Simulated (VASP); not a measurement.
# ZnSnN2 (R-3m) in VASP: a series of runs, part 2 of 2

VASP 6.6.1.

### Step 3. Single point, r2SCAN (uniaxial z strain +2.0%)

The input, POSCAR:

```
ZnSnN2
1.0
    1.5836871722      0.9143422152      5.2528138224
   -1.5836871722      0.9143422152      5.2528138224
    0.0000000000     -1.8286844304      5.2528138224
Zn Sn N
1 1 2
Direct
    1.0000000000      0.0000000000      0.0000000000
    0.5000000000      0.5000000000      0.5000000000
    0.2458299998      0.2458299998      0.2458299998
    0.7541700002      0.7541700002      0.7541700002
```

The input, INCAR.step1:

```
PREC = Accurate
ENCUT = 520
ISMEAR = 0
SIGMA = 0.01
LREAL = False
LASPH = True
NELM = 80
NBANDS = 26
GGA = PE
ALGO = Normal
EDIFF = 1E-4
LWAVE = True
LCHARG = False
```

The input, INCAR.step2:

```
PREC = Accurate
ENCUT = 520
EDIFF = 1E-7
ISMEAR = 0
SIGMA = 0.01
LREAL = False
LASPH = True
NELM = 80
ALGO = Normal
ISIF = 2
LWAVE = False
LCHARG = False
METAGGA = R2SCAN
LMIXTAU = True
NBANDS = 26
ISTART = 1
```

The input, KPOINTS:

```
Automatic mesh
0
Gamma
  10 10 10
```

Potentials or basis: VASP PAW PBE potentials, release 64 (Zn, Sn_d, N).

The run is started by

```bash
> cat potpaw_PBE.64/Zn/POTCAR potpaw_PBE.64/Sn_d/POTCAR potpaw_PBE.64/N/POTCAR > POTCAR
> cp INCAR.step1 INCAR
> mpirun -np 1 vasp_std > vasp.out
> cp INCAR.step2 INCAR
> mpirun -np 1 vasp_std > vasp.out
```

OUTCAR:

```text
PREC = Accurate
   ENCUT = 520
   EDIFF = 1E-7
   ISMEAR = 0
   LREAL = False
   LASPH = True
   NELM = 80
   ISIF = 2
   METAGGA = R2SCAN
   ISTART = 1

 ion  position               nearest neighbor table
   1  0.000  0.000  0.000-   4 2.29   4 2.29   3 2.29   3 2.29   4 2.29   3 2.29   2 3.20   2 3.20
                             2 3.20   2 3.20   2 3.20   2 3.20
   2  0.500  0.500  0.500-   3 2.21   3 2.21   4 2.21   4 2.21   3 2.21   4 2.21   1 3.20   1 3.20
                             1 3.20   1 3.20   1 3.20   1 3.20
   3  0.246  0.246  0.246-   2 2.21   2 2.21   2 2.21   1 2.29   1 2.29   1 2.29
   4  0.754  0.754  0.754-   2 2.21   2 2.21   2 2.21   1 2.29   1 2.29   1 2.29

  LATTYP: Found a trigonal (rhomboedric) cell.
 ALAT       =     5.5620265910
 COS(alpha) =     0.8378553319

  Lattice vectors:

 A1 = (   1.5836871722,   0.9143422152,   5.2528138224)
 A2 = (  -1.5836871722,   0.9143422152,   5.2528138224)
 A3 = (   0.0000000000,  -1.8286844304,   5.2528138224)

Analysis of symmetry for initial positions (statically):
=====================================================================
 Subroutine PRICEL returns:
 Original cell was already a primitive cell.

 Routine SETGRP: Setting up the symmetry group for a
 trigonal (rhombohedral) supercell.

 Subroutine GETGRP returns: Found 12 space group operations
 (whereof 12 operations were pure point group operations)
 out of a pool of 12 trial point group operations.

The static configuration has the point symmetry D_3d.

Analysis of symmetry for dynamics (positions and initial velocities):
=====================================================================
 Subroutine PRICEL returns:
 Original cell was already a primitive cell.

 Routine SETGRP: Setting up the symmetry group for a
 trigonal (rhombohedral) supercell.

 Subroutine GETGRP returns: Found 12 space group operations
 (whereof 12 operations were pure point group operations)
 out of a pool of 12 trial point group operations.

The dynamic configuration has the point symmetry D_3d.

 Subroutine INISYM returns: Found 12 space group operations
 (whereof 12 operations are pure point group operations),
 and found     1 'primitive' translations

----------------------------------------------------------------------------------------

                                     Primitive cell

  volume of cell :      45.6375

  direct lattice vectors                    reciprocal lattice vectors
     1.583687172  0.914342215  5.252813822     0.315718918  0.182280402  0.063458052
    -1.583687172  0.914342215  5.252813822    -0.315718918  0.182280402  0.063458052
     0.000000000 -1.828684430  5.252813822     0.000000000 -0.364560804  0.063458052

  length of vectors
     5.562026591  5.562026591  5.562026591     0.370042571  0.370042571  0.370042571

  position of ions in fractional coordinates (direct lattice)
     0.000000000  0.000000000  0.000000000
     0.500000000  0.500000000  0.500000000
     0.245830000  0.245830000  0.245830000
     0.754170000  0.754170000  0.754170000

  ion indices of the primitive-cell ions
   primitive index   ion index
                 1           1
[... 26 lines left out ...]
 ===========================================

 Found    116 irreducible k-points:

 Following reciprocal coordinates:
            Coordinates               Weight
  0.000000  0.000000  0.000000      1.000000
  0.100000  0.000000 -0.000000      6.000000
  0.200000  0.000000 -0.000000      6.000000
  0.300000 -0.000000  0.000000      6.000000
  0.400000  0.000000  0.000000      6.000000
  0.500000  0.000000 -0.000000      3.000000
[... 16 lines left out ...]
  0.300000  0.300000  0.000000      6.000000
  0.400000  0.300000 -0.000000     12.000000
 [... further k-points ...]
   k-points           NKPTS =    116   k-points in BZ     NKDIM =    116   number of bands    NBANDS=     26
   number of dos      NEDOS =    301   number of ions     NIONS =      4
   total plane-waves  NPLWV =  74088
   dimension x,y,z NGX =    42 NGY =   42 NGZ =   42
   dimension x,y,z NGXF=    84 NGYF=   84 NGZF=   84
   ions per type =               1   1   2
   NGX,Y,Z   is equivalent  to a cutoff of  12.55, 12.55, 12.55 a.u.
   NGXF,Y,Z  is equivalent  to a cutoff of  25.11, 25.11, 25.11 a.u.
 SYSTEM =  unknown system
   PREC   = accura    normal or accurate (medium, high low for compatibility)
   ISTART =      1    job   : 0-new  1-cont  2-samecut
   ICHARG =      0    charge: 1-file 2-atom 10-const
   ISPIN  =      1    spin polarized calculation?
   LNONCOLLINEAR =      F non collinear calculations
   LSORBIT =      F    spin-orbit coupling
   LASPH  =      T    aspherical Exc in radial PAW
   ENCUT  =  520.0 eV  38.22 Ry    6.18 a.u.  10.34 10.34 10.34*2*pi/ulx,y,z
   NELM   =     80;   NELMIN=  2; NELMDL=  0     # of ELM steps
   EDIFF  = 0.1E-06   stopping-criterion for ELM
   LREAL  =      F    real-space projection
   EDIFFG = 0.1E-05   stopping-criterion for IOM
   NSW    =      0    number of steps for IOM
   IBRION =     -1    ionic relax: 0-MD 1-quasi-New 2-CG
   NFREE  =      0    steps in history (QN), initial steepest desc. (CG)
   ISIF   =      2    stress and relaxation
   ISYM   =      2    0-nonsym 1-usesym 2-fastsym
   POTIM  = 0.5000    time-step for ionic-motion
   TEBEG  =    0.0;   TEEND  =   0.0 temperature during run
   PSTRESS=    0.0 pullay stress
   NELECT =      36.0000    total number of electrons
   NUPDOWN=      -1.0000    fix difference up-down
   EMIN   =  10.00;   EMAX   =-10.00  energy-range for DOS
   EFERMI =   0.00;   METHOD = LEGACY
   ISMEAR =     0;   SIGMA  =   0.01  broadening in eV -4-tet -1-fermi 0-gaus
   EFERMI_NEDOS =   21; number of points for ismear=-14 and -15
   IALGO  =     38    algorithm
   IMIX   =      4    mixing-type and parameters
     AMIX     =   0.40;   BMIX     =  1.00
     AMIX_MAG =   1.60;   BMIX_MAG =  1.00
  volume/ion in A,a.u.               =      11.41        76.99
  Fermi-wavevector in a.u.,A,eV,Ry     =   1.512639  2.858473 31.131159  2.288076
  Thomas-Fermi vector in A             =   2.622536
   LORBIT       =      0    0 simple, 1 ext, 2 COOP (PROOUT), +10 PAW based schemes
   METAGGA = R2SCAN    functional components
   LHFCALC =     F    Hartree Fock is set to
   AEXX    =    0.0000 exact exchange contribution
   IVDW    =     0    specifies the selected vdW correction
   LEPSILON=     F    determine dielectric tensor
   LRPA    =     F    only Hartree local field effects (RPA)
 non-spin polarized calculation
 Gauss-broadening in eV      SIGMA  =   0.01
  energy-cutoff  :      520.00
  volume of cell :       45.64
 maximum number of plane-waves:      1243
 NGX is ok and might be reduce to    42
   NGX = 21   NGY = 21   NGZ = 21

 number of electron      36.0000010 magnetization

 Free energy of the ion-electron system (eV)
  ---------------------------------------------------
  ext. energy  EPLUGINS =         0.00000000
  ---------------------------------------------------
  free energy    TOTEN  =       -51.34070291 eV

  energy without entropy =      -51.34070291  energy(sigma->0) =      -51.34070291

 E-fermi :   7.2447     XC(G=0): -13.0786

 val. band max:        7.1133385941   @ k =  -0.2000   0.2000   0.0000
 cond. band min:       8.2268689455   @ k =   0.0000   0.0000   0.0000
 fundamental gap:      1.1135303515
 Fermi energy:         7.2446887561

 k-point     1 :       0.0000    0.0000    0.0000
  band No.  band energies     occupation
      1     -14.4928      2.00000
      2     -14.4928      2.00000
      3     -14.4573      2.00000
      4     -14.2810      2.00000
      5     -14.2810      2.00000
      6     -10.1024      2.00000
[... 685 lines left out ...]
     25      17.6428      0.00000
     26      19.5354      0.00000

 [... further k-points ...]

------------------------ aborting loop because EDIFF is reached ----------------------------------------

  FORCE on cell =-STRESS in cart. coord.  units (eV):
  Direction    XX          YY          ZZ          XY          YZ          ZX
  --------------------------------------------------------------------------------------
  -------------------------------------------------------------------------------------
  Total       -0.1862619     -0.1862619     -1.6943452      0.0000000      0.0000000      0.0000000
  in kB       -6.5390269     -6.5390269    -59.4827501      0.0000000      0.0000000      0.0000000
  external PRESSURE =     -24.1869346 kB  Pullay stress =       0.0000000 kB

 VOLUME and BASIS-vectors are now :
 -----------------------------------------------------------------------------
  energy-cutoff  :      520.00
  volume of cell :       45.64
      direct lattice vectors                 reciprocal lattice vectors
     1.583687172  0.914342215  5.252813822     0.315718918  0.182280402  0.063458052
    -1.583687172  0.914342215  5.252813822    -0.315718918  0.182280402  0.063458052
     0.000000000 -1.828684430  5.252813822     0.000000000 -0.364560804  0.063458052

 POSITION                                       TOTAL-FORCE (eV/Angst)
 -----------------------------------------------------------------------------------
      0.00000      0.00000      0.00000        -0.000000      0.000000     -0.000000
      0.00000      0.00000      7.87922         0.000000     -0.000000      0.000000
      0.00000      0.00000      3.87390        -0.000000      0.000000      0.017658
      0.00000      0.00000     11.88454        -0.000000      0.000000     -0.017658
 -----------------------------------------------------------------------------------
    total drift:                               -0.000000     -0.000000      0.000000

  FREE ENERGIE OF THE ION-ELECTRON SYSTEM (eV)
  ---------------------------------------------------
  free  energy   TOTEN  =       -51.3407029111 eV

  energy  without entropy=      -51.3407029111  energy(sigma->0) =      -51.34070291
```

Run time: 30 min. Hardware: 1 thread of Oxide Virtual Turin-like, shared host; peak memory 0.34 GiB.

What came out:

```
Free energy            : -51.3407 eV
Pressure               : -2.4 GPa
Largest force          : 0.018 eV/Å
Band gap on the k mesh : 1.11 eV (least direct gap 1.22 eV)
```

Forces on the atoms (eV/Å):
```
Zn   0.000  0.000  0.000
Sn   0.000  0.000  0.000
N    0.000  0.000  0.018
N    0.000  0.000 -0.018
```

Caveat: the cell differs from its parent crystal (uniaxial z strain +2.0%); the stress differs along the axes, from -6 to -1 GPa; the PAW data sets were made with another functional, which shifts forces and pressure a little; spin-orbit coupling is left out, which moves the levels of the heavy elements. A k mesh can miss the band edges.
